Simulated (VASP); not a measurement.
The system is La2Y2O.

```
CELL_PARAMETERS angstrom
-2.41521 2.41521 5.36518
2.41521 -2.41521 5.36518
2.41521 2.41521 -5.36518
ATOMIC_POSITIONS crystal
La 0.50532 0.00532 0.50000
La 0.00532 0.50532 0.50000
Y 0.28521 0.78521 0.50000
Y 0.78521 0.28521 0.50000
O 0.89951 0.89951 0.00000
```

The cell was generated, and may not be a known phase.

```yaml
Program: VASP 6.6.1
Task: relaxation of cell and atoms
Functional: PBE
Potentials_or_basis: VASP PAW PBE potentials, release 64 (La, Y_sv, O)
Cutoff: 600 eV
k_mesh: 5 × 5 × 5
Occupations: gaussian, width 0.2 eV
Spin: no spin polarisation
```

At the start: pressure 11.7 GPa; volume 25.04 Å³/atom.

Question: How do energy, volume and symmetry change on relaxing?

Answer: Over 35 steps the energy falls by 865.3 meV/atom and the volume is 29.89 Å³/atom (+19.4 %); space group I4mm (No. 107, to 0.1 Å) before, I4/mmm (No. 139, to 0.1 Å).

Step by step:
| step | energy change (eV) | largest force (eV/Å) | pressure (GPa) | volume (Å³) |
| --- | --- | --- | --- | --- |
| 1 | 0.0000 | 5.7635 | 11.74 | 125.19 |
| 2 | -2.1829 | 1.4074 | -5.27 | 155.52 |
| 3 | -3.2495 | 0.6000 | -2.71 | 140.54 |
| 4 | -3.2526 | 0.5637 | -2.61 | 140.25 |
| 5 | -3.2553 | 0.4917 | -2.41 | 139.68 |
| 6 | -3.4468 | 0.3957 | -0.55 | 132.65 |
| 7 | -3.4834 | 0.3497 | 0.94 | 128.44 |
| 8 | -3.4834 | 0.3464 | 1.08 | 128.12 |
| 9 | -3.5182 | 0.3114 | 0.45 | 130.14 |
| 10 | -3.5310 | 0.3427 | -0.32 | 132.44 |
| 11 | -3.5447 | 0.4108 | -0.18 | 131.98 |
| 12 | -3.5722 | 0.5742 | 0.31 | 130.60 |
| 13 | -3.5212 | 1.1164 | 2.06 | 127.88 |
| 14 | -3.5750 | 0.6079 | 0.52 | 130.16 |
| 15 | -3.5800 | 0.6151 | 0.53 | 130.14 |
| 16 | -3.5952 | 0.6332 | 0.56 | 130.07 |
| 17 | -3.6254 | 0.6642 | 0.69 | 129.93 |
| 18 | -3.6730 | 0.8068 | 1.20 | 129.66 |
| 19 | -3.6396 | 1.1627 | 3.14 | 129.10 |
| 20 | -3.6850 | 0.9117 | 1.71 | 129.48 |
| 21 | -3.7132 | 0.8882 | 1.61 | 130.05 |
| 22 | -3.7839 | 0.8519 | 1.54 | 131.77 |
| 23 | -3.8832 | 0.8314 | 1.88 | 135.24 |
| 24 | -4.0345 | 0.7645 | 2.43 | 142.23 |
| 25 | -3.4132 | 1.8615 | -3.76 | 156.53 |
| 26 | -4.0843 | 0.6940 | 2.09 | 143.95 |
| 27 | -4.0383 | 0.7546 | -0.88 | 150.20 |
| 28 | -4.1134 | 0.6191 | 1.38 | 145.71 |
| 29 | -4.1177 | 0.6186 | 0.75 | 147.15 |
| 30 | -4.1187 | 0.6120 | 0.93 | 146.70 |
| 31 | -4.1843 | 0.5378 | 0.09 | 149.29 |
| 32 | -4.2460 | 0.3149 | -1.82 | 155.67 |
| 33 | -4.2853 | 0.2003 | -1.48 | 154.17 |
| 34 | -4.3214 | 0.0685 | -0.65 | 150.80 |
| 35 | -4.3265 | 0.0412 | -0.20 | 149.43 |

Final structure:
```cif
data_structure
_symmetry_space_group_name_H-M 'P 1'
_symmetry_Int_Tables_number 1
_cell_length_a 7.7947
_cell_length_b 7.7947
_cell_length_c 7.7947
_cell_angle_alpha 145.737
_cell_angle_beta 145.737
_cell_angle_gamma 49.237
_cell_volume 149.43
loop_
_atom_site_label
_atom_site_type_symbol
_atom_site_fract_x
_atom_site_fract_y
_atom_site_fract_z
_atom_site_occupancy
La1 La 0.54579 0.04579 0.50000 1
La2 La 0.04579 0.54579 0.50000 1
Y1 Y 0.29523 0.79523 0.50000 1
Y2 Y 0.79523 0.29523 0.50000 1
O1 O 0.79852 0.79852 0.00000 1
```

Caveat: the volume moved by over 15 % at a fixed basis, so the end points are rough; the highest band is partly filled, so the run has too few bands; the relaxation stopped at a loose force limit of 0.08 eV/Å, so its end isn't a converged minimum.
